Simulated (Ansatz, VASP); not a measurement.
**Sb in VASP and in Ansatz**

```xyz
1
Lattice="3.1173 0.0000 0.0000 0.0000 3.1173 0.0000 0.0000 0.0000 3.1173" Properties=species:S:1:pos:R:3 pbc="T T T"
Sb    0.0000    0.0000    0.0000
```

Change from the starting cell: volume scaled by 0.96.

Alike in both runs: task single point; functional PBEsol; k mesh 13 × 13 × 13; occupations fermi-dirac, width 0.05 eV; no spin polarisation.

|  | VASP | Ansatz |
| --- | --- | --- |
| version | VASP 6.6.1 | Ansatz 0.2.0 |
| potentials or method | VASP PAW PBE potentials, release 64 (Sb), cutoff 520 eV | all-electron LAPW, scalar-relativistic |

Ansatz gave:

* pressure (GPa): -3.1

Q: Estimate VASP's values.

A: Pressure (GPa): -3.0.

VASP's potentials were made for PBE, not for PBEsol. Ansatz ran all-electron here, and VASP with PAW potentials.

Spin-orbit coupling is off throughout.
